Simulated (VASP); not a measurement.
Input of a VASP 6.6.1 run:

File INCAR:

```
ALGO = Normal ; EDIFF = 1E-6
ENCUT = 520 ; GGA = PE
ISIF = 2 ; ISMEAR = 0
LASPH = T ; LCHARG = T
LELF = T ; LREAL = F
LVHAR = T ; LWAVE = F
NBANDS = 29 ; NELM = 100
PREC = Accurate ; SIGMA = 0.1
```

KPOINTS

```
k-points
0
Gamma
  10 10 10
```

The input POSCAR:

```
TiSi2
1.0
    1.7738039275     -6.7803428759      0.0000000000
    1.7738039275      6.7803428759      0.0000000000
    0.0000000000      0.0000000000      3.5792221404
Ti Si
2 4
Direct
    0.8968189481      0.1031810519      0.7500000000
    0.1031810519      0.8968189481      0.2500000000
    0.5591475244      0.4408524756      0.7500000000
    0.4408524756      0.5591475244      0.2500000000
    0.2498281362      0.7501718638      0.7500000000
    0.7501718638      0.2498281362      0.2500000000
```

Potentials or basis: VASP PAW PBE potentials, release 64 (Ti_sv, Si).

Run with:

```sh
$ cat potpaw_PBE.64/Ti_sv/POTCAR potpaw_PBE.64/Si/POTCAR > POTCAR
$ mpirun -np 1 vasp_std > vasp.out
```

Task: What does it give for the band gap on the k mesh?

Result: Zero (band 20 reaches 10.86 eV, above the bottom of band 21 at 9.87 eV).

Task: Estimate the largest force.

Result: 0.011 eV/Å.

Task: Estimate the pressure.

Result: 0.0 GPa.

Forces in eV/Å, atoms in the order of the input:
```
Ti   0.000  0.001  0.000
Ti   0.000 -0.001  0.000
Si   0.000  0.011  0.000
Si   0.000 -0.011  0.000
Si   0.000 -0.001  0.000
Si   0.000  0.001  0.000
```
